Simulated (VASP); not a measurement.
# B3MoP4 (P-43m) in VASP: notebook

The runs below take B3MoP4 through single point, relaxation of cell and atoms, with PBE.

All numbers are computed with VASP 6.6.1; they aren't measurements. Logs are shortened: lines on timing, memory, paths and dates and some standing lists are left out, and cuts for length are marked.

## 1. The cell of the first run

The structure is cubic, space group P-43m (No. 215). Conventional cell: a = 4.831 Å, b = 4.831 Å, c = 4.831 Å, α = 90.00°, β = 90.00°, γ = 90.00°. B (site symmetry -42m) has 4 P at 2.04 Å within 2.7 Å. Within 3.0 Å of Mo (site symmetry -43m) lie 4 P at 2.26 Å. P (site symmetry 3m) has 3 B at 2.04 Å and 1 Mo at 2.26 Å within 2.7 Å.

## 2. Single point, PBE

Input file INCAR:

```
SYSTEM = B3MoP4
PREC = Accurate
ENCUT = 520
EDIFF = 1E-6
ISMEAR = 0
SIGMA = 0.1
LREAL = .False.
LASPH = .True.
NELM = 100
ALGO = Normal
ISIF = 2
LWAVE = .False.
LCHARG = .True.
GGA = PE
LELF = .True.
LVHAR = .True.
NBANDS = 32
```

Input file KPOINTS:

```
regular mesh
0
Gamma
  8 8 8
  0 0 0
```

Input file POSCAR:

```
B3MoP4
1.0
    4.8308872181      0.0000000000      0.0000000000
    0.0000000000      4.8308872181      0.0000000000
    0.0000000000      0.0000000000      4.8308872181
B Mo P
3 1 4
Direct
    0.5000000000      0.0000000000      0.0000000000
    0.0000000000      0.5000000000      0.0000000000
    0.0000000000      0.0000000000      0.5000000000
    0.5000000000      0.5000000000      0.5000000000
    0.2301874029      0.2301874029      0.2301874029
    0.7698125971      0.7698125971      0.2301874029
    0.7698125971      0.2301874029      0.7698125971
    0.2301874029      0.7698125971      0.7698125971
```

Potentials or basis: VASP PAW PBE potentials, release 64 (B, Mo_sv, P).

On the command line:

```console
cat potpaw_PBE.64/B/POTCAR potpaw_PBE.64/Mo_sv/POTCAR potpaw_PBE.64/P/POTCAR > POTCAR
mpirun -np 1 vasp_std > vasp.out
```

OUTCAR:

```text
SYSTEM = B3MoP4
   PREC = Accurate
   ENCUT = 520
   EDIFF = 1E-6
   ISMEAR = 0
   LREAL = .False.
   LASPH = .True.
   NELM = 100
   ISIF = 2
   GGA = PE

 ion  position               nearest neighbor table
   1  0.500  0.000  0.000-   5 2.04   6 2.04   7 2.04   8 2.04
   2  0.000  0.500  0.000-   5 2.04   6 2.04   7 2.04   8 2.04
   3  0.000  0.000  0.500-   5 2.04   6 2.04   7 2.04   8 2.04
   4  0.500  0.500  0.500-   5 2.26   6 2.26   7 2.26   8 2.26
   5  0.230  0.230  0.230-   1 2.04   2 2.04   3 2.04   4 2.26
   6  0.770  0.770  0.230-   1 2.04   2 2.04   3 2.04   4 2.26
   7  0.770  0.230  0.770-   1 2.04   2 2.04   3 2.04   4 2.26
   8  0.230  0.770  0.770-   1 2.04   2 2.04   3 2.04   4 2.26

  LATTYP: Found a simple cubic cell.
 ALAT       =     4.8308872181

  Lattice vectors:

 A1 = (   4.8308872181,   0.0000000000,   0.0000000000)
 A2 = (   0.0000000000,   4.8308872181,   0.0000000000)
 A3 = (   0.0000000000,   0.0000000000,   4.8308872181)

Analysis of symmetry for initial positions (statically):
=====================================================================
 Subroutine PRICEL returns:
 Original cell was already a primitive cell.

 Routine SETGRP: Setting up the symmetry group for a
 simple cubic supercell.

 Subroutine GETGRP returns: Found 24 space group operations
 (whereof 24 operations were pure point group operations)
 out of a pool of 48 trial point group operations.

The static configuration has the point symmetry T_d .

Analysis of symmetry for dynamics (positions and initial velocities):
=====================================================================
 Subroutine PRICEL returns:
 Original cell was already a primitive cell.

 Routine SETGRP: Setting up the symmetry group for a
 simple cubic supercell.

 Subroutine GETGRP returns: Found 24 space group operations
 (whereof 24 operations were pure point group operations)
 out of a pool of 48 trial point group operations.

The dynamic configuration has the point symmetry T_d .

 Subroutine INISYM returns: Found 24 space group operations
 (whereof 24 operations are pure point group operations),
 and found     1 'primitive' translations

----------------------------------------------------------------------------------------

                                     Primitive cell

  volume of cell :     112.7407

  direct lattice vectors                    reciprocal lattice vectors
     4.830887218  0.000000000  0.000000000     0.207001314  0.000000000  0.000000000
     0.000000000  4.830887218  0.000000000     0.000000000  0.207001314  0.000000000
     0.000000000  0.000000000  4.830887218     0.000000000  0.000000000  0.207001314

  length of vectors
     4.830887218  4.830887218  4.830887218     0.207001314  0.207001314  0.207001314

  position of ions in fractional coordinates (direct lattice)
     0.500000000  0.000000000  0.000000000
     0.000000000  0.500000000  0.000000000
     0.000000000  0.000000000  0.500000000
     0.500000000  0.500000000  0.500000000
     0.230187403  0.230187403  0.230187403
     0.769812597  0.769812597  0.230187403
     0.769812597  0.230187403  0.769812597
     0.230187403  0.769812597  0.769812597

  ion indices of the primitive-cell ions
   primitive index   ion index
                 1           1
                 2           2
                 3           3
                 4           4
                 5           5
                 6           6
                 7           7
                 8           8

----------------------------------------------------------------------------------------

 KPOINTS: regular mesh

Automatic generation of k-mesh.
 Grid dimensions read from file:
 generate k-points for:    8    8    8

 Generating k-lattice:

  Cartesian coordinates                     Fractional coordinates (reciprocal lattice)
     0.025875164  0.000000000  0.000000000     0.125000000  0.000000000  0.000000000
     0.000000000  0.025875164  0.000000000     0.000000000  0.125000000  0.000000000
     0.000000000  0.000000000  0.025875164     0.000000000  0.000000000  0.125000000

  Length of vectors
     0.025875164  0.025875164  0.025875164

  Shift w.r.t. Gamma in fractional coordinates (k-lattice)
     0.000000000  0.000000000  0.000000000

 Subroutine IBZKPT returns following result:
 ===========================================

 Found     35 irreducible k-points:

 Following reciprocal coordinates:
            Coordinates               Weight
  0.000000  0.000000  0.000000      1.000000
  0.125000  0.000000  0.000000      6.000000
  0.250000  0.000000  0.000000      6.000000
  0.375000  0.000000  0.000000      6.000000
  0.500000  0.000000  0.000000      3.000000
  0.125000  0.125000  0.000000     12.000000
[... 16 lines left out ...]
  0.375000  0.375000  0.125000     24.000000
  0.500000  0.375000  0.125000     24.000000
 [... further k-points ...]
   k-points           NKPTS =     35   k-points in BZ     NKDIM =     35   number of bands    NBANDS=     32
   number of dos      NEDOS =    301   number of ions     NIONS =      8
   total plane-waves  NPLWV =  46656
   dimension x,y,z NGX =    36 NGY =   36 NGZ =   36
   dimension x,y,z NGXF=    72 NGYF=   72 NGZF=   72
   ions per type =               3   1   4
   NGX,Y,Z   is equivalent  to a cutoff of  12.39, 12.39, 12.39 a.u.
   NGXF,Y,Z  is equivalent  to a cutoff of  24.78, 24.78, 24.78 a.u.
 SYSTEM =  B3MoP4
   PREC   = accura    normal or accurate (medium, high low for compatibility)
   ISTART =      0    job   : 0-new  1-cont  2-samecut
   ICHARG =      2    charge: 1-file 2-atom 10-const
   ISPIN  =      1    spin polarized calculation?
   LNONCOLLINEAR =      F non collinear calculations
   LSORBIT =      F    spin-orbit coupling
   LASPH  =      T    aspherical Exc in radial PAW
   ENCUT  =  520.0 eV  38.22 Ry    6.18 a.u.   8.98  8.98  8.98*2*pi/ulx,y,z
   NELM   =    100;   NELMIN=  2; NELMDL= -5     # of ELM steps
   EDIFF  = 0.1E-05   stopping-criterion for ELM
   LREAL  =      F    real-space projection
   EDIFFG = 0.1E-04   stopping-criterion for IOM
   NSW    =      0    number of steps for IOM
   IBRION =     -1    ionic relax: 0-MD 1-quasi-New 2-CG
   NFREE  =      0    steps in history (QN), initial steepest desc. (CG)
   ISIF   =      2    stress and relaxation
   ISYM   =      2    0-nonsym 1-usesym 2-fastsym
   POTIM  = 0.5000    time-step for ionic-motion
   TEBEG  =    0.0;   TEEND  =   0.0 temperature during run
   PSTRESS=    0.0 pullay stress
   NELECT =      43.0000    total number of electrons
   NUPDOWN=      -1.0000    fix difference up-down
   EMIN   =  10.00;   EMAX   =-10.00  energy-range for DOS
   EFERMI =   0.00;   METHOD = LEGACY
   ISMEAR =     0;   SIGMA  =   0.10  broadening in eV -4-tet -1-fermi 0-gaus
   EFERMI_NEDOS =   21; number of points for ismear=-14 and -15
   IALGO  =     38    algorithm
   IMIX   =      4    mixing-type and parameters
     AMIX     =   0.40;   BMIX     =  1.00
     AMIX_MAG =   1.60;   BMIX_MAG =  1.00
  volume/ion in A,a.u.               =      14.09        95.10
  Fermi-wavevector in a.u.,A,eV,Ry     =   1.187237  2.243553 19.177843  1.409532
  Thomas-Fermi vector in A             =   2.323393
   LORBIT       =      0    0 simple, 1 ext, 2 COOP (PROOUT), +10 PAW based schemes
   GGA     = PE    functional components
   LHFCALC =     F    Hartree Fock is set to
   AEXX    =    0.0000 exact exchange contribution
   IVDW    =     0    specifies the selected vdW correction
   LEPSILON=     F    determine dielectric tensor
   LRPA    =     F    only Hartree local field effects (RPA)
 non-spin polarized calculation
 Gauss-broadening in eV      SIGMA  =   0.10
  energy-cutoff  :      520.00
  volume of cell :      112.74
 maximum number of plane-waves:      3060
 NGX is ok and might be reduce to    36
   NGX = 17   NGY = 17   NGZ = 17

 number of electron      43.0000008 magnetization

 Free energy of the ion-electron system (eV)
  ---------------------------------------------------
  ext. energy  EPLUGINS =         0.00000000
  ---------------------------------------------------
  free energy    TOTEN  =       -51.65424591 eV

  energy without entropy =      -51.63736610  energy(sigma->0) =      -51.64580601

 E-fermi :   7.5136     XC(G=0): -10.7273

 val. band max:        7.4931677895   @ k =   0.5000   0.5000   0.2500
 cond. band min:       7.5189030980   @ k =   0.3750   0.2500   0.1250
 fundamental gap:      0.0257353085
 Fermi energy:         7.5136397031

 k-point     1 :       0.0000    0.0000    0.0000
  band No.  band energies     occupation
      1     -52.6070      2.00000
      2     -26.8877      2.00000
      3     -26.8877      2.00000
      4     -26.8877      2.00000
      5      -7.2052      2.00000
      6      -3.2184      2.00000
[... 24 lines left out ...]
     31      11.9769      0.00000
     32      13.7821      0.00000

 k-point     2 :       0.1250    0.0000    0.0000
  band No.  band energies     occupation
      1     -52.6070      2.00000
      2     -26.8880      2.00000
      3     -26.8876      2.00000
      4     -26.8876      2.00000
      5      -7.1280      2.00000
      6      -3.6200      2.00000
[... 24 lines left out ...]
     31      12.0486      0.00000
     32      13.7934      0.00000
[... 733 lines left out ...]
     31      12.6977      0.00000
     32      13.1497      0.00000

 k-point    24 :       0.5000    0.3750    0.1250
  band No.  band energies     occupation
      1     -52.6069      2.00000
      2     -26.8897      2.00000
      3     -26.8893      2.00000
      4     -26.8876      2.00000
      5      -5.6980      2.00000
      6      -4.9419      2.00000
[... 24 lines left out ...]
     31      12.4661      0.00000
     32      13.2646      0.00000

 [... further k-points ...]

------------------------ aborting loop because EDIFF is reached ----------------------------------------

  FORCE on cell =-STRESS in cart. coord.  units (eV):
  Direction    XX          YY          ZZ          XY          YZ          ZX
  --------------------------------------------------------------------------------------
  -------------------------------------------------------------------------------------
  Total       -0.1091489     -0.1091489     -0.1091489      0.0000000     -0.0000000      0.0000000
  in kB       -1.5511332     -1.5511332     -1.5511332      0.0000000     -0.0000000      0.0000000
  external PRESSURE =      -1.5511332 kB  Pullay stress =       0.0000000 kB

 VOLUME and BASIS-vectors are now :
 -----------------------------------------------------------------------------
  energy-cutoff  :      520.00
  volume of cell :      112.74
      direct lattice vectors                 reciprocal lattice vectors
     4.830887218  0.000000000  0.000000000     0.207001314  0.000000000  0.000000000
     0.000000000  4.830887218  0.000000000     0.000000000  0.207001314  0.000000000
     0.000000000  0.000000000  4.830887218     0.000000000  0.000000000  0.207001314

 POSITION                                       TOTAL-FORCE (eV/Angst)
 -----------------------------------------------------------------------------------
      2.41544      0.00000      0.00000         0.000000      0.000000      0.000000
      0.00000      2.41544      0.00000        -0.000000     -0.000000      0.000000
      0.00000      0.00000      2.41544         0.000000     -0.000000      0.000000
      2.41544      2.41544      2.41544         0.000000     -0.000000      0.000000
      1.11201      1.11201      1.11201        -0.003984     -0.003984     -0.003984
      3.71888      3.71888      1.11201         0.003984      0.003984     -0.003984
      3.71888      1.11201      3.71888         0.003984     -0.003984      0.003984
      1.11201      3.71888      3.71888        -0.003984      0.003984      0.003984
 -----------------------------------------------------------------------------------
    total drift:                                0.000000      0.000000      0.000000

  FREE ENERGIE OF THE ION-ELECTRON SYSTEM (eV)
  ---------------------------------------------------
  free  energy   TOTEN  =       -51.6542459073 eV

  energy  without entropy=      -51.6373661028  energy(sigma->0) =      -51.64580601
```

Wall time 45 s (1 thread of Intel Xeon 6975P-C (Granite Rapids), shared host); peak memory 0.27 GiB.

Results:

```yaml
Free_energy: -51.6542 eV
Pressure: -0.2 GPa
Largest_force: 0.007 eV/Å
```

Forces on the atoms (eV/Å):
```
B    0.000  0.000  0.000
B    0.000  0.000  0.000
B    0.000  0.000  0.000
Mo   0.000  0.000  0.000
P   -0.004 -0.004 -0.004
P    0.004  0.004 -0.004
P    0.004 -0.004  0.004
P   -0.004  0.004  0.004
```

## 3. Relaxation of cell and atoms, PBE

Input file INCAR:

```
SYSTEM = B3MoP4
ALGO = Normal ; EDIFF = 1E-7
EDIFFG = -0.01 ; ENCUT = 600
GGA = PE ; IBRION = 2
ISIF = 3 ; ISMEAR = 0
LASPH = .True. ; LCHARG = .False.
LREAL = .False. ; LWAVE = .False.
NELM = 100 ; NSW = 100
PREC = Accurate ; SIGMA = 0.1
```

Input file KPOINTS:

```
k-points
0
Gamma
  8 8 8
  0 0 0
```

Input file POSCAR:

```
B3MoP4
1.0
    4.8315907097      0.0000000000      0.0000000000
    0.0000000000      4.8315907097      0.0000000000
    0.0000000000      0.0000000000      4.8315907097
B Mo P
3 1 4
Direct
    0.5000000000      0.0000000000      0.0000000000
    0.0000000000      0.5000000000      0.0000000000
    0.0000000000      0.0000000000      0.5000000000
    0.5000000000      0.5000000000      0.5000000000
    0.2301931674      0.2301931674      0.2301931674
    0.7698068326      0.7698068326      0.2301931674
    0.7698068326      0.2301931674      0.7698068326
    0.2301931674      0.7698068326      0.7698068326
```

Potentials or basis: VASP PAW PBE potentials, release 64 (B, Mo_sv, P).

On the command line:

```console
cat potpaw_PBE.64/B/POTCAR potpaw_PBE.64/Mo_sv/POTCAR potpaw_PBE.64/P/POTCAR > POTCAR
mpirun -np 1 vasp_std > vasp.out
```

Run time: 2.2 min. Hardware: 1 thread of Intel Xeon 6975P-C (Granite Rapids), shared host; peak memory 0.32 GiB.

The run converged. Its results:

* Free energy: -51.6580 eV
* Relaxed volume: 14.07 Å³/atom
* Relaxed cell: a = 4.829 Å, b = 4.829 Å, c = 4.829 Å, α = 90.00°, β = 90.00°, γ = 90.00°
* Space group after relaxing (to 0.05 Å): P-43m (No. 215)
* Energy gained by relaxing: 0.0 meV/atom
* Ionic steps: 5
* Pressure after relaxing: 0.0 GPa
* Largest force after relaxing: 0.005 eV/Å

Forces on the atoms (eV/Å):
```
B    0.000  0.000  0.000
B    0.000  0.000  0.000
B    0.000  0.000  0.000
Mo   0.000  0.000  0.000
P    0.003  0.003  0.003
P   -0.003 -0.003  0.003
P   -0.003  0.003 -0.003
P    0.003 -0.003 -0.003
```

The path:
```csv
step,energy change (eV),largest force (eV/Å),pressure (GPa),volume (Å³)
1,0.0000,0.0068,-0.22,112.79
2,-0.0001,0.0152,0.16,112.48
3,-0.0001,0.0120,0.01,112.60
4,-0.0001,0.0119,0.01,112.60
5,-0.0001,0.0048,0.00,112.59
```

Final structure:
```
CELL_PARAMETERS angstrom
4.82876 0.00000 0.00000
0.00000 4.82876 0.00000
0.00000 0.00000 4.82876
ATOMIC_POSITIONS crystal
B 0.50000 0.00000 0.00000
B 0.00000 0.50000 0.00000
B 0.00000 0.00000 0.50000
Mo 0.50000 0.50000 0.50000
P 0.23010 0.23010 0.23010
P 0.76990 0.76990 0.23010
P 0.76990 0.23010 0.76990
P 0.23010 0.76990 0.76990
```

Levels at points of the mesh, in eV from the Fermi level:
| k point | band 18 | band 19 | band 20 | band 21 | band 22 | band 23 | band 24 | band 25 | band 26 |
| --- | --- | --- | --- | --- | --- | --- | --- | --- | --- |
| (0.00, 0.00, 0.00) | -2.40 | -2.40 | -2.40 | -1.49 | -1.49 | 0.92 | 0.92 | 0.92 | 1.29 |
| (0.50, 0.00, 0.00) | -2.53 | -1.59 | -1.59 | -0.35 | 0.48 | 0.51 | 1.29 | 1.60 | 1.60 |
| (0.50, 0.50, 0.00) | -3.02 | -1.89 | -1.89 | 0.09 | 0.45 | 0.56 | 1.85 | 1.85 | 2.81 |
| (0.50, 0.50, 0.50) | -2.41 | -2.41 | -2.41 | -0.63 | -0.63 | 1.50 | 1.50 | 1.50 | 3.50 |
